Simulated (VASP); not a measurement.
## Ag: single point with PBEsol

Ag:

```
Ag
1.0
    -1.78811    1.78811    1.78811
     1.78811   -1.78811    1.78811
     1.78811    1.78811   -1.78811
Ag
1
Direct
  0.00000 0.00000 0.00000
```

This cell differs from its parent crystal: strain +0.080 along x and y, +0.080 along z.

| Quantity | Value |
| --- | --- |
| Program | VASP 6.6.1 |
| Task | single point |
| Functional | PBEsol |
| Potentials or basis | VASP PAW PBE potentials, release 64 (Ag) |
| Cutoff | 520 eV |
| k mesh | 20 × 20 × 20 |
| Occupations | gaussian, width 0.15 eV |
| Spin | no spin polarisation |

The pressure is -14.7 GPa.

Levels at points of the mesh, in eV from the Fermi level:
| k point | band 3 | band 4 | band 5 | band 6 | band 7 | band 8 |
| --- | --- | --- | --- | --- | --- | --- |
| (0.00, 0.00, 0.00) | -4.02 | -4.02 | -3.20 | -3.20 | 16.67 | 16.67 |
| (0.50, 0.00, 0.00) | -3.24 | -3.14 | -2.61 | 0.51 | 2.66 | 11.94 |
| (0.50, 0.50, 0.50) | -2.75 | -2.75 | -2.75 | 6.03 | 6.03 | 6.03 |

Run time: 22 s on 1 thread of Intel(R) Xeon(R) 6975P-C (Granite Rapids), with other jobs on the host, peak memory 0.18 GiB.

Caveat: the cell differs from its parent crystal (strain +0.080 along x and y, +0.080 along z); the PAW data sets were made with another functional, which shifts forces and pressure a little.
